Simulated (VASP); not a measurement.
# InH (P4/nmm) in VASP: notebook, part 2 of 2

VASP 6.6.1.

### 5 Single point, PBE

This run uses another cell than the first one, of 17.06 Å³/atom.

INCAR reads:

```
SYSTEM = InH
PREC = Accurate
ENCUT = 520
EDIFF = 1E-6
ISMEAR = 0
SIGMA = 0.1
LREAL = .False.
LASPH = .True.
NELM = 80
ALGO = Normal
ISIF = 2
LWAVE = .False.
LCHARG = .False.
GGA = PE
NBANDS = 22
```

KPOINTS reads:

```
regular mesh
0
Gamma
  12 12 10
  0 0 0
```

POSCAR reads:

```
InH
1.0
    3.7417216053      0.0000000000      0.0000000000
    0.0000000000      3.7417216053      0.0000000000
    0.0000000000      0.0000000000      4.8745261008
In H
2 2
Direct
    0.0000000000      0.5000000000      0.2694780862
    0.5000000000      0.0000000000      0.7305219138
    0.0000000000      0.0000000000      0.0000000000
    0.5000000000      0.5000000000      0.0000000000
```

Potentials or basis: VASP PAW PBE potentials, release 64 (In_d, H).

On the command line:

```console
> cat potpaw_PBE.64/In_d/POTCAR potpaw_PBE.64/H/POTCAR > POTCAR
> mpirun -np 1 vasp_std > vasp.out
```

OUTCAR:

```text
SYSTEM = InH
   PREC = Accurate
   ENCUT = 520
   EDIFF = 1E-6
   ISMEAR = 0
   LREAL = .False.
   LASPH = .True.
   NELM = 80
   ISIF = 2
   GGA = PE

 ion  position               nearest neighbor table
   1  0.000  0.500  0.269-   3 2.29   4 2.29   3 2.29   4 2.29   2 3.47   2 3.47   2 3.47   2 3.47
                             2 3.73   2 3.73   2 3.73   2 3.73
   2  0.500  0.000  0.731-   3 2.29   4 2.29   4 2.29   3 2.29   1 3.47   1 3.47   1 3.47   1 3.47
                             1 3.73   1 3.73   1 3.73   1 3.73
   3  0.000  0.000  0.000-   1 2.29   2 2.29   1 2.29   2 2.29
   4  0.500  0.500  0.000-   1 2.29   2 2.29   2 2.29   1 2.29

  LATTYP: Found a simple tetragonal cell.
 ALAT       =     3.7417216053
 C/A-ratio  =     1.3027495402

  Lattice vectors:

 A1 = (   3.7417216053,   0.0000000000,   0.0000000000)
 A2 = (   0.0000000000,   3.7417216053,   0.0000000000)
 A3 = (   0.0000000000,   0.0000000000,   4.8745261008)

Analysis of symmetry for initial positions (statically):
=====================================================================
 Subroutine PRICEL returns:
 Original cell was already a primitive cell.

 Routine SETGRP: Setting up the symmetry group for a
 simple tetragonal supercell.

 Subroutine GETGRP returns: Found 16 space group operations
 (whereof  8 operations were pure point group operations)
 out of a pool of 16 trial point group operations.

The static configuration has the point symmetry D_2d.
 The point group associated with its full space group is D_4h.

Analysis of symmetry for dynamics (positions and initial velocities):
=====================================================================
 Subroutine PRICEL returns:
 Original cell was already a primitive cell.

 Routine SETGRP: Setting up the symmetry group for a
 simple tetragonal supercell.

[... 125 lines left out ...]
   EFERMI_NEDOS =   21; number of points for ismear=-14 and -15
   IALGO  =     38    algorithm
   IMIX   =      4    mixing-type and parameters
     AMIX     =   0.40;   BMIX     =  1.00
     AMIX_MAG =   1.60;   BMIX_MAG =  1.00
  volume/ion in A,a.u.               =      17.06       115.14
  Fermi-wavevector in a.u.,A,eV,Ry     =   1.216473  2.298800 20.133983  1.479806
  Thomas-Fermi vector in A             =   2.351825
   LORBIT       =      0    0 simple, 1 ext, 2 COOP (PROOUT), +10 PAW based schemes
   GGA     = PE    functional components
   LHFCALC =     F    Hartree Fock is set to
   AEXX    =    0.0000 exact exchange contribution
   IVDW    =     0    specifies the selected vdW correction
   LEPSILON=     F    determine dielectric tensor
   LRPA    =     F    only Hartree local field effects (RPA)
 non-spin polarized calculation
 Gauss-broadening in eV      SIGMA  =   0.10
  energy-cutoff  :      520.00
  volume of cell :       68.25
 maximum number of plane-waves:      1858
 NGX is ok and might be reduce to    28
   NGX = 13   NGY = 13   NGZ = 19

 number of electron      28.0000021 magnetization

 Free energy of the ion-electron system (eV)
  ---------------------------------------------------
  ext. energy  EPLUGINS =         0.00000000
  ---------------------------------------------------
  free energy    TOTEN  =       -10.63431680 eV

  energy without entropy =      -10.63068385  energy(sigma->0) =      -10.63250033

 E-fermi :   5.4034     XC(G=0):  -9.4890

 val. band max:        5.3767283308   @ k =   0.2500   0.1667   0.5000
 cond. band min:       5.4613626052   @ k =   0.2500   0.0000   0.3000
 fundamental gap:      0.0846342745
 Fermi energy:         5.4034451211

 k-point     1 :       0.0000    0.0000    0.0000
  band No.  band energies     occupation
      1      -9.2278      2.00000
      2      -9.1264      2.00000
      3      -9.1037      2.00000
      4      -9.1037      2.00000
      5      -9.0498      2.00000
      6      -9.0316      2.00000
[... 589 lines left out ...]
     21      12.3490      0.00000
     22      13.6476      0.00000

 [... further k-points ...]

------------------------ aborting loop because EDIFF is reached ----------------------------------------

  FORCE on cell =-STRESS in cart. coord.  units (eV):
  Direction    XX          YY          ZZ          XY          YZ          ZX
  --------------------------------------------------------------------------------------
  -------------------------------------------------------------------------------------
  Total       -0.0343624     -0.0343624     -0.0183140      0.0000000      0.0000000      0.0000000
  in kB       -0.8067118     -0.8067118     -0.4299515      0.0000000      0.0000000      0.0000000
  external PRESSURE =      -0.6811250 kB  Pullay stress =       0.0000000 kB

 VOLUME and BASIS-vectors are now :
 -----------------------------------------------------------------------------
  energy-cutoff  :      520.00
  volume of cell :       68.25
      direct lattice vectors                 reciprocal lattice vectors
     3.741721605  0.000000000  0.000000000     0.267256655  0.000000000  0.000000000
     0.000000000  3.741721605  0.000000000     0.000000000  0.267256655  0.000000000
     0.000000000  0.000000000  4.874526101     0.000000000  0.000000000  0.205148148

 POSITION                                       TOTAL-FORCE (eV/Angst)
 -----------------------------------------------------------------------------------
      0.00000      1.87086      1.31358        -0.000000      0.000000      0.004984
      1.87086      0.00000      3.56095         0.000000      0.000000     -0.004984
      0.00000      0.00000      0.00000        -0.000000      0.000000      0.000000
      1.87086      1.87086      0.00000        -0.000000     -0.000000      0.000000
 -----------------------------------------------------------------------------------
    total drift:                                0.000000      0.000000      0.000000

  FREE ENERGIE OF THE ION-ELECTRON SYSTEM (eV)
  ---------------------------------------------------
  free  energy   TOTEN  =       -10.6343168012 eV

  energy  without entropy=      -10.6306838533  energy(sigma->0) =      -10.63250033
```

Wall time 74 s (1 thread of Intel Xeon Platinum 8559C (Emerald Rapids), shared host); peak memory 0.33 GiB.

Results:

| Quantity | Value |
| --- | --- |
| Free energy | -10.6343 eV |
| Pressure | -0.1 GPa |
| Largest force | 0.005 eV/Å |
| Band gap on the k mesh | zero (bands 14 and 15 overlap by 4.11 eV) |

Forces in eV/Å, atoms in the order of the input:
```
In   0.000  0.000  0.005
In   0.000  0.000 -0.005
H    0.000  0.000  0.000
H    0.000  0.000  0.000
```

Caveat: spin-orbit coupling is left out, which moves the levels of the heavy elements.

### 6 The runs side by side

| task | cell | k mesh | cutoff (eV) | gap on the mesh (eV) | pressure (GPa) | largest force (eV/Å) |
| --- | --- | --- | --- | --- | --- | --- |
| single point | a = 3.683, b = 3.683, c = 4.653 Å, 4 atoms, atomic positions A | 6 × 6 × 4 | 520 | none | 6.1 | 1.39 |
| single point | a = 3.789, b = 3.789, c = 4.711 Å, 4 atoms, atomic positions B | 6 × 6 × 4 | 520 | none | -0.3 | 0.02 |
| relaxation of cell and atoms | relaxed from a = 3.683, b = 3.683, c = 4.653 Å, 4 atoms, atomic positions A | 6 × 6 × 4 | 600 | none | 0.2 | 0.04 |
| single point | a = 3.742, b = 3.742, c = 4.875 Å, 4 atoms, atomic positions B | 12 × 12 × 10 | 520 | none | -0.1 | - |

Alike in all rows: level PBE; potentials or basis VASP PAW PBE potentials, release 64 (In_d, H); no spin polarisation; smearing gaussian 0.1 eV.

Caveats: spin-orbit coupling is left out, which moves the levels of the heavy elements; the cell stands under pressure (at least some runs); forces of over 1 eV/Å act on the atoms, so gaps and moduli don't describe the material at rest (at least some runs).

Absolute energies hang on the potentials; compare differences alone.
